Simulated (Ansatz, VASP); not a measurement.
Al in VASP and in Ansatz

```xyz
1
Lattice="0.0000 2.1120 1.6752 2.1120 0.0000 1.6752 2.1120 2.1120 0.0000" Properties=species:S:1:pos:R:3 pbc="T T T"
Al    0.0000    0.0000    0.0000
```

Alike in both runs: task single point; functional PBE; dispersion D3(BJ); k mesh 22 × 22 × 22; occupations gaussian, width 0.15 eV; no spin polarisation.

|  | VASP | Ansatz |
| --- | --- | --- |
| version | VASP 6.6.1 | Ansatz 0.2.0 |
| potentials or method | VASP PAW PBE potentials, release 64 (Al), cutoff 520 eV | scalar-relativistic, plane waves, PAW |
| valence electrons in the cell | 3 | 3 |

```tsv
	VASP	Ansatz	Ansatz less VASP
gap on the k mesh at the Fermi level (eV)	none	none	-
pressure (GPa)	6.9	6.9	-0.01
traceless stress, the component that is largest in VASP (GPa)	4.40	4.36	-0.031
```

A gap of «none» marks a metal or a gap that the smearing closes.
